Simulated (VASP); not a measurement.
# ZnAu (Pm-3m) in VASP: notebook, part 2 of 3

VASP 6.6.1. Earlier steps stand in the parts before.

### Step 3. Single point, PBEsol

File INCAR:

```
ALGO     = Normal         # electronic algorithm
EDIFF    = 1E-6           # SCF threshold, eV
ENCUT    = 520            # plane-wave cutoff, eV
GGA      = PS             # functional
ISIF     = 2              # what is computed and relaxed
ISMEAR   = -1             # smearing method
LASPH    = True           # aspherical terms in the spheres
LCHARG   = False          # write CHGCAR
LREAL    = False          # projectors in reciprocal space
LWAVE    = False          # write WAVECAR
NBANDS   = 18             # bands
NELM     = 100            # most SCF steps
PREC     = Accurate       # precision mode
SIGMA    = 0.05           # smearing width, eV
```

File KPOINTS:

```
k-points
0
Gamma
  5 5 5
```

File POSCAR:

```
ZnAu
1.0
    3.1470000000      0.0000000000      0.0000000000
    0.0000000000      3.1470000000      0.0000000000
    0.0000000000      0.0000000000      3.1470000000
Au Zn
1 1
Direct
    0.0000000000      0.0000000000      0.0000000000
    0.5000000000      0.5000000000      0.5000000000
```

Potentials or basis: VASP PAW PBE potentials, release 64 (Au, Zn).

On the command line:

```
$ cat potpaw_PBE.64/Au/POTCAR potpaw_PBE.64/Zn/POTCAR > POTCAR
$ mpirun -np 1 vasp_std > vasp.out
```

OUTCAR:

```text
EDIFF = 1E-6
   ENCUT = 520
   GGA = PS
   ISIF = 2
   ISMEAR = -1
   LASPH = True
   LREAL = False
   NELM = 100
   PREC = Accurate

 ion  position               nearest neighbor table
   1  0.000  0.000  0.000-   2 2.73   2 2.73   2 2.73   2 2.73   2 2.73   2 2.73   2 2.73   2 2.73

   2  0.500  0.500  0.500-   1 2.73   1 2.73   1 2.73   1 2.73   1 2.73   1 2.73   1 2.73   1 2.73

  LATTYP: Found a simple cubic cell.
 ALAT       =     3.1470000000

  Lattice vectors:

 A1 = (   3.1470000000,   0.0000000000,   0.0000000000)
 A2 = (   0.0000000000,   3.1470000000,   0.0000000000)
 A3 = (   0.0000000000,   0.0000000000,   3.1470000000)

Analysis of symmetry for initial positions (statically):
=====================================================================
 Subroutine PRICEL returns:
 Original cell was already a primitive cell.

 Routine SETGRP: Setting up the symmetry group for a
 simple cubic supercell.

 Subroutine GETGRP returns: Found 48 space group operations
 (whereof 48 operations were pure point group operations)
 out of a pool of 48 trial point group operations.

The static configuration has the point symmetry O_h .

Analysis of symmetry for dynamics (positions and initial velocities):
=====================================================================
 Subroutine PRICEL returns:
 Original cell was already a primitive cell.

 Routine SETGRP: Setting up the symmetry group for a
 simple cubic supercell.

 Subroutine GETGRP returns: Found 48 space group operations
 (whereof 48 operations were pure point group operations)
 out of a pool of 48 trial point group operations.

The dynamic configuration has the point symmetry O_h .

 Subroutine INISYM returns: Found 48 space group operations
 (whereof 48 operations are pure point group operations),
 and found     1 'primitive' translations

----------------------------------------------------------------------------------------

                                     Primitive cell

  volume of cell :      31.1667

  direct lattice vectors                    reciprocal lattice vectors
     3.147000000  0.000000000  0.000000000     0.317762949  0.000000000  0.000000000
     0.000000000  3.147000000  0.000000000     0.000000000  0.317762949  0.000000000
     0.000000000  0.000000000  3.147000000     0.000000000  0.000000000  0.317762949

  length of vectors
     3.147000000  3.147000000  3.147000000     0.317762949  0.317762949  0.317762949

  position of ions in fractional coordinates (direct lattice)
     0.000000000  0.000000000  0.000000000
     0.500000000  0.500000000  0.500000000

  ion indices of the primitive-cell ions
   primitive index   ion index
                 1           1
                 2           2

----------------------------------------------------------------------------------------

 KPOINTS: k-points

Automatic generation of k-mesh.
 Grid dimensions read from file:
 generate k-points for:    5    5    5

 Generating k-lattice:

  Cartesian coordinates                     Fractional coordinates (reciprocal lattice)
     0.063552590  0.000000000  0.000000000     0.200000000  0.000000000  0.000000000
     0.000000000  0.063552590  0.000000000     0.000000000  0.200000000  0.000000000
     0.000000000  0.000000000  0.063552590     0.000000000  0.000000000  0.200000000

  Length of vectors
     0.063552590  0.063552590  0.063552590

  Shift w.r.t. Gamma in fractional coordinates (k-lattice)
     0.000000000  0.000000000  0.000000000

 Subroutine IBZKPT returns following result:
 ===========================================

 Found     10 irreducible k-points:

 Following reciprocal coordinates:
            Coordinates               Weight
  0.000000  0.000000  0.000000      1.000000
  0.200000  0.000000  0.000000      6.000000
  0.400000  0.000000  0.000000      6.000000
  0.200000  0.200000  0.000000     12.000000
  0.400000  0.200000  0.000000     24.000000
  0.400000  0.400000  0.000000     12.000000
  0.200000  0.200000  0.200000      8.000000
  0.400000  0.200000  0.200000     24.000000
  0.400000  0.400000  0.200000     24.000000
  0.400000  0.400000  0.400000      8.000000
   k-points           NKPTS =     10   k-points in BZ     NKDIM =     10   number of bands    NBANDS=     18
   number of dos      NEDOS =    301   number of ions     NIONS =      2
   total plane-waves  NPLWV =  13824
   dimension x,y,z NGX =    24 NGY =   24 NGZ =   24
   dimension x,y,z NGXF=    48 NGYF=   48 NGZF=   48
   ions per type =               1   1
   NGX,Y,Z   is equivalent  to a cutoff of  12.68, 12.68, 12.68 a.u.
   NGXF,Y,Z  is equivalent  to a cutoff of  25.36, 25.36, 25.36 a.u.
 SYSTEM =  unknown system
   PREC   = accura    normal or accurate (medium, high low for compatibility)
   ISTART =      0    job   : 0-new  1-cont  2-samecut
   ICHARG =      2    charge: 1-file 2-atom 10-const
   ISPIN  =      1    spin polarized calculation?
   LNONCOLLINEAR =      F non collinear calculations
   LSORBIT =      F    spin-orbit coupling
   LASPH  =      T    aspherical Exc in radial PAW
   ENCUT  =  520.0 eV  38.22 Ry    6.18 a.u.   5.85  5.85  5.85*2*pi/ulx,y,z
   NELM   =    100;   NELMIN=  2; NELMDL= -5     # of ELM steps
   EDIFF  = 0.1E-05   stopping-criterion for ELM
   LREAL  =      F    real-space projection
   EDIFFG = 0.1E-04   stopping-criterion for IOM
   NSW    =      0    number of steps for IOM
   IBRION =     -1    ionic relax: 0-MD 1-quasi-New 2-CG
   NFREE  =      0    steps in history (QN), initial steepest desc. (CG)
   ISIF   =      2    stress and relaxation
   ISYM   =      2    0-nonsym 1-usesym 2-fastsym
   POTIM  = 0.5000    time-step for ionic-motion
   TEBEG  =    0.0;   TEEND  =   0.0 temperature during run
   PSTRESS=    0.0 pullay stress
   NELECT =      23.0000    total number of electrons
   NUPDOWN=      -1.0000    fix difference up-down
   EMIN   =  10.00;   EMAX   =-10.00  energy-range for DOS
   EFERMI =   0.00;   METHOD = LEGACY
   ISMEAR =    -1;   SIGMA  =   0.05  broadening in eV -4-tet -1-fermi 0-gaus
   EFERMI_NEDOS =   21; number of points for ismear=-14 and -15
   IALGO  =     38    algorithm
   IMIX   =      4    mixing-type and parameters
     AMIX     =   0.40;   BMIX     =  1.00
     AMIX_MAG =   1.60;   BMIX_MAG =  1.00
  volume/ion in A,a.u.               =      15.58       105.16
  Fermi-wavevector in a.u.,A,eV,Ry     =   1.479406  2.795672 29.778283  2.188642
  Thomas-Fermi vector in A             =   2.593568
   LORBIT       =      0    0 simple, 1 ext, 2 COOP (PROOUT), +10 PAW based schemes
   GGA     = PS    functional components
   LHFCALC =     F    Hartree Fock is set to
   AEXX    =    0.0000 exact exchange contribution
   IVDW    =     0    specifies the selected vdW correction
   LEPSILON=     F    determine dielectric tensor
   LRPA    =     F    only Hartree local field effects (RPA)
 non-spin polarized calculation
  energy-cutoff  :      520.00
  volume of cell :       31.17
 maximum number of plane-waves:       847
 NGX is ok and might be reduce to    24
   NGX = 11   NGY = 11   NGZ = 11

 number of electron      23.0000000 magnetization

 Free energy of the ion-electron system (eV)
  ---------------------------------------------------
  ext. energy  EPLUGINS =         0.00000000
  ---------------------------------------------------
  free energy    TOTEN  =        -5.96886779 eV

  energy without entropy =       -5.96437361  energy(sigma->0) =       -5.96662070

 E-fermi :   6.6525     XC(G=0): -12.5327

 val. band max:        6.6394577365   @ k =   0.4000   0.4000   0.4000
 cond. band min:       7.4264876899   @ k =   0.4000   0.4000   0.2000
 fundamental gap:      0.7870299534
 Fermi energy:         6.6524520615

 k-point     1 :       0.0000    0.0000    0.0000
  band No.  band energies     occupation
      1      -3.7500      2.00000
      2      -1.1878      2.00000
      3      -1.1878      2.00000
      4      -0.4899      2.00000
      5      -0.4899      2.00000
      6      -0.4899      2.00000
[... 10 lines left out ...]
     17      19.0378      0.00000
     18      25.2116      0.00000
[... 169 lines left out ...]
 k-point    10 :       0.4000    0.4000    0.4000
  band No.  band energies     occupation
      1      -0.9063      2.00000
      2      -0.7731      2.00000
      3      -0.7731      2.00000
      4      -0.3011      2.00000
      5      -0.3011      2.00000
      6       0.4226      2.00000
[... 10 lines left out ...]
     17      14.1248      0.00000
     18      16.5977      0.00000

------------------------ aborting loop because EDIFF is reached ----------------------------------------

  FORCE on cell =-STRESS in cart. coord.  units (eV):
  Direction    XX          YY          ZZ          XY          YZ          ZX
  --------------------------------------------------------------------------------------
  -------------------------------------------------------------------------------------
  Total       -0.3251350     -0.3251350     -0.3251350      0.0000000     -0.0000000      0.0000000
  in kB      -16.7141430    -16.7141430    -16.7141430      0.0000000     -0.0000000      0.0000000
  external PRESSURE =     -16.7141430 kB  Pullay stress =       0.0000000 kB

 VOLUME and BASIS-vectors are now :
 -----------------------------------------------------------------------------
  energy-cutoff  :      520.00
  volume of cell :       31.17
      direct lattice vectors                 reciprocal lattice vectors
     3.147000000  0.000000000  0.000000000     0.317762949  0.000000000  0.000000000
     0.000000000  3.147000000  0.000000000     0.000000000  0.317762949  0.000000000
     0.000000000  0.000000000  3.147000000     0.000000000  0.000000000  0.317762949

 POSITION                                       TOTAL-FORCE (eV/Angst)
 -----------------------------------------------------------------------------------
      0.00000      0.00000      0.00000         0.000000      0.000000      0.000000
      1.57350      1.57350      1.57350         0.000000      0.000000      0.000000
 -----------------------------------------------------------------------------------
    total drift:                                0.000000      0.000000     -0.000000

  FREE ENERGIE OF THE ION-ELECTRON SYSTEM (eV)
  ---------------------------------------------------
  free  energy   TOTEN  =        -5.9688677862 eV

  energy  without entropy=       -5.9643736058  energy(sigma->0) =       -5.96662070
```

Run time: 4.1 s. Hardware: 1 thread of Intel Xeon 6975P-C, shared host; peak memory 0.14 GiB.

What came out:

| Item | Value |
| --- | --- |
| Free energy | -5.9689 eV |
| Pressure | -1.7 GPa |

Caveat: the k points lie up to 0.40 Å⁻¹ apart; the PAW data sets were made with another functional, which shifts forces and pressure a little; spin-orbit coupling is left out, which moves the levels of the heavy elements.

[end of part 2 of 3]
